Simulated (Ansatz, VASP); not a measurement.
**Sn2GeP2 in VASP and in Ansatz**

```xyz
5
Lattice="-2.8893 2.8893 3.9685 2.8893 -2.8893 3.9685 2.8893 2.8893 -3.9685" Properties=species:S:1:pos:R:3 pbc="T T T"
Sn    0.0000    0.0000    6.6922
Sn    0.0000    0.0000    1.2449
Ge    0.0000    2.8893    1.9843
P     2.8893    0.0000    0.9350
P     2.8893    0.0000    3.0336
```

Alike in both runs: task relaxation of cell and atoms; functional PBE; k mesh 4 × 4 × 4; occupations gaussian, width 0.1 eV; no spin polarisation.

```csv
,VASP,Ansatz
version,VASP 6.6.1,Ansatz 0.2.0
potentials or method,"VASP PAW PBE potentials, release 64 (Sn_d, Ge_d, P), cutoff 600 eV","scalar-relativistic, plane waves, PAW"
valence electrons in the cell,52,52
```

```tsv
	VASP	Ansatz	Ansatz less VASP
gap on the k mesh at the Fermi level, each at its own relaxed structure (eV)	none	none	-
relaxed volume (Å³/atom)	23.21	23.26	+0.049
relaxed cell length with the largest relative difference (Å)	5.406	5.409	+0.0033
```

A gap of «none» marks a metal or a gap that the smearing closes.

The k mesh is coarse, so the values compare programs but aren't converged.
